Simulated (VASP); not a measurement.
AlN, 4 atoms in the cell. Symmetry: P6_3mc, No. 186, hexagonal system. Conventional cell: a = 3.200 Å, b = 3.200 Å, c = 4.890 Å, α = 90.00°, β = 90.00°, γ = 120.00°. Within 2.5 Å of Al (site symmetry 3m) lie 4 N at 1.91 to 1.92 Å. N (site symmetry 3m) has 4 Al at 1.91 to 1.92 Å within 2.5 Å.  This cell differs from its parent crystal: biaxial strain in the a-b plane: +3.0 %, then relaxed in part.

| Item | Value |
| --- | --- |
| Program | VASP 6.6.1 |
| Task | single point |
| Functional | r2SCAN |
| Potentials or basis | VASP PAW PBE potentials, release 64 (Al, N) |
| Cutoff | 520 eV |
| k mesh | 12 × 12 × 6 |
| Occupations | gaussian, width 0.02 eV |
| Spin | no spin polarisation |
| Dipole correction | no |
| Further INCAR settings | ALGO = Normal; EDIFF = 1e-07; NBANDS = 16 |

Potentials or basis: VASP PAW PBE potentials, release 64 (Al, N).

Launch:

```console
$ cat potpaw_PBE.64/Al/POTCAR potpaw_PBE.64/N/POTCAR > POTCAR
$ cp INCAR.step1 INCAR
$ mpirun -np 1 vasp_std > vasp.out
$ cp INCAR.step2 INCAR
$ mpirun -np 1 vasp_std > vasp.out
```

Hardware: 1 thread of Intel(R) Xeon(R) Platinum 8488C (Sapphire Rapids), with other jobs on the host.

**Question.** How long does it take, and how much memory?

**Answer.** Wall time 90 s on 1 thread of Intel(R) Xeon(R) Platinum 8488C (Sapphire Rapids), with other jobs on the host, peak memory 0.18 GiB. Counts: k points 76.
